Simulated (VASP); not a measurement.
A run of VASP 6.6.1 is set up as follows.

INCAR

```
SYSTEM = V
PREC     = Accurate       ! precision mode
ENCUT    = 600            ! plane-wave cutoff, eV
EDIFF    = 1E-7           ! SCF threshold, eV
ISMEAR   = -1             ! smearing method
SIGMA    = 0.1            ! smearing width, eV
LREAL    = .FALSE.        ! projectors in reciprocal space
LASPH    = .TRUE.         ! aspherical terms in the spheres
NELM     = 60             ! most SCF steps
ALGO     = Normal         ! electronic algorithm
ISIF     = 3              ! what is computed and relaxed
LWAVE    = .FALSE.        ! write WAVECAR
LCHARG   = .FALSE.        ! write CHGCAR
GGA      = PS             ! functional
IBRION   = 2              ! ionic algorithm
NSW      = 80             ! ionic steps
EDIFFG   = -0.01          ! ionic threshold
```

KPOINTS

```
Automatic mesh
0
G
  14 14 14
  0 0 0
```

File POSCAR:

```
V
1.0
    0.0000000000      1.9050006274      1.9050006274
    1.9050006274      0.0000000000      1.9050006274
    1.9050006274      1.9050006274      0.0000000000
V
1
Direct
    0.0000000000      0.0000000000      0.0000000000
```

Potentials or basis: VASP PAW PBE potentials, release 64 (V_sv).

Launch:

```bash
$ cat potpaw_PBE.64/V_sv/POTCAR > POTCAR
$ mpirun -np 1 vasp_std > vasp.out
```

(1) Predict the relaxed volume.

(2) Estimate the relaxed cell.

(3) What does it give for the space group after relaxing (to 0.05 Å)?

Answers

(1) 13.42 Å³/atom.

(2) a = 2.667 Å, b = 2.667 Å, c = 2.667 Å, α = 60.00°, β = 60.00°, γ = 60.00°.

(3) Fm-3m (No. 225).

Caveat: the PAW data sets were made with another functional, which shifts forces and pressure a little.
